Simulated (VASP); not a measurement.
Wanted: the native input for a VASP 6.6.1 run.

```yaml
Task: single point
Functional: PBE-based screened hybrid with 100 % exact exchange
Potentials_or_basis: VASP PAW PBE potentials, release 64 (Na_pv, I)
Cutoff: 520 eV
k_mesh: 4 × 4 × 4
Occupations: gaussian, width 0.01 eV
Spin: no spin polarisation
Dipole_correction: no
Grid_for_exact_exchange_PRECFOCK: Normal
Share_of_exact_exchange: 1
Further_INCAR_settings: ALGO = Normal; EDIFF = 1e-06; NBANDS = 14
Screening_parameter: 0.1 1/Å
```

NaI:

```
Na I
1.0
     0.00000    3.54319    3.54319
     3.54319    0.00000    3.54319
     3.54319    3.54319    0.00000
Na I
1 1
Direct
  0.00000 0.00000 0.00000
  0.25000 0.25000 0.25000
```

The input as run:

POSCAR

```
NaI
1.0
    0.0000000000      3.5431916810      3.5431916810
    3.5431916810      0.0000000000      3.5431916810
    3.5431916810      3.5431916810      0.0000000000
Na I
1 1
Direct
    0.0000000000      0.0000000000      0.0000000000
    0.2500000000      0.2500000000      0.2500000000
```

INCAR.step1

```
PREC = Accurate
ENCUT = 520
EDIFF = 1E-5
ISMEAR = 0
SIGMA = 0.01
LREAL = F
LASPH = T
NELM = 60
ALGO = Normal
ISIF = 2
LWAVE = T
NBANDS = 14
GGA = PE
```

INCAR.step2

```
PREC = Accurate
ENCUT = 520
EDIFF = 1E-6
ISMEAR = 0
SIGMA = 0.01
LREAL = F
LASPH = T
NELM = 60
ALGO = Normal
ISIF = 2
LWAVE = F
LCHARG = T
GGA = PE
LHFCALC = T
AEXX = 1.0
HFSCREEN = 0.1
PRECFOCK = Normal
LELF = T
LVHAR = T
NBANDS = 14
ISTART = 1
ALDAC = 1.0
AGGAC = 1.0
```

KPOINTS

```
Automatic mesh
0
Gamma
  4 4 4
```

Potentials or basis: VASP PAW PBE potentials, release 64 (Na_pv, I).

The run is started by

```bash
$ cat potpaw_PBE.64/Na_pv/POTCAR potpaw_PBE.64/I/POTCAR > POTCAR
$ cp INCAR.step1 INCAR
$ mpirun -np 1 vasp_std > vasp.out
$ cp INCAR.step2 INCAR
$ mpirun -np 1 vasp_std > vasp.out
```

It gave:

```yaml
Pressure: -0.4 GPa
Band_gap_on_the_k_mesh: 9.33 eV
```

Caveat: the structure was generated, so it needn't be the stable form of NaI; the PAW data sets were made with another functional, which shifts forces and pressure a little; spin-orbit coupling is left out, which moves the levels of the heavy elements.

Run time: 11 min on 1 thread of Intel(R) Xeon(R) Platinum 8259CL CPU @ 2.50GHz (Skylake/Cascade Lake) (shared host), peak memory 0.35 GiB.
